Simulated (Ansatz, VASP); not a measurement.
# One calculation of SnGe5, two programs

```
Sn Ge
1.0
     3.89823    0.00000    0.00000
    -1.94911    3.37596    0.00000
     0.00000    0.00000   10.19172
Sn Ge
1 5
Direct
  0.00000 0.00000 0.99596
  0.33333 0.66667 0.20157
  0.66667 0.33333 0.33619
  0.33333 0.66667 0.49300
  0.00000 0.00000 0.66966
  0.33333 0.66667 0.80362
```

Alike in both runs: functional PBE; k mesh 12 × 12 × 4; occupations gaussian, width 0.1 eV; no spin polarisation.

Ansatz relaxed the structure, and its values are those at the end. VASP's run is a single point on that final structure, the one shown.

|  | VASP | Ansatz |
| --- | --- | --- |
| version | VASP 6.6.1 | Ansatz 0.2.0 |
| potentials or method | VASP PAW PBE potentials, release 64 (Sn_d, Ge_d), cutoff 520 eV | scalar-relativistic, plane waves, PAW |
| valence electrons in the cell | 84 | 84 |

|  | VASP | Ansatz | Ansatz less VASP |
| --- | --- | --- | --- |
| gap on the k mesh at the Fermi level (eV) | none | none | - |
| pressure (GPa) | -0.1 | 0.0 | +0.10 |

A gap of «none» marks a metal or a gap that the smearing closes.
